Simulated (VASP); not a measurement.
N: single point with PBE+D3(BJ)

The system is N.

```
CELL_PARAMETERS angstrom
-3.81655 0.00000 0.00000
-1.90828 -3.30523 0.00000
-1.52662 0.00000 14.82904
ATOMIC_POSITIONS crystal
N 0.96847 0.33333 0.91216
N 0.16847 0.33333 0.41216
N 0.99820 0.33333 0.83784
N 0.19820 0.33333 0.33784
N 0.60180 0.66667 0.16216
N 0.40180 0.66667 0.66216
N 0.63153 0.66667 0.08784
N 0.43153 0.66667 0.58784
```

This cell differs from its parent crystal: the part above a cut slid along it.

```yaml
Program: VASP 6.6.1
Task: single point
Functional: PBE
Dispersion: D3(BJ)
Potentials_or_basis: VASP PAW PBE potentials, release 64 (N)
Cutoff: 520 eV
k_mesh: 7 × 7 × 2
Occupations: gaussian, width 0.05 eV
Spin: no spin polarisation
```

The pressure is 2.2 GPa. The largest force is 1.779 eV/Å. The band gap on the k mesh is 6.93 eV. The dispersion energy per atom is -0.052 eV.

Forces on the atoms (eV/Å):
```
N   -0.055  0.162  1.576
N    0.000  0.000  1.740
N    0.011 -0.032 -1.779
N    0.000  0.000 -1.740
N   -0.011  0.032  1.779
N    0.000  0.000  1.740
N    0.055 -0.162 -1.576
N    0.000  0.000 -1.740
```

Stress tensor (GPa, compression positive):
```
-0.24 -0.05  0.08
-0.05 -0.13 -0.23
 0.08 -0.23  6.84
```

Levels at points of the mesh, in eV from the valence-band top:
```tsv
k point	band 16	band 17	band 18	band 19	band 20	band 21	band 22	band 23	band 24	band 25
(0.00, 0.00, 0.00)	-1.64	-1.25	-0.62	-0.53	-0.02	8.00	8.03	8.04	8.15	8.16
(0.00, 0.00, 0.50)	-1.63	-1.07	-0.99	-0.23	-0.12	7.99	8.04	8.05	8.15	8.16
```

Wall time 2 min on 1 thread of Intel(R) Xeon(R) 6975P-C (Granite Rapids) (shared host), peak memory 0.4 GiB.

Caveat: the cell differs from its parent crystal (the part above a cut slid along it); the standard files for N, O and F lose accuracy on very short bonds; the stress differs along the axes, from -0 to 7 GPa; forces of over 1 eV/Å act on the atoms, so gaps and moduli don't describe the material at rest. A k mesh can miss the band edges.
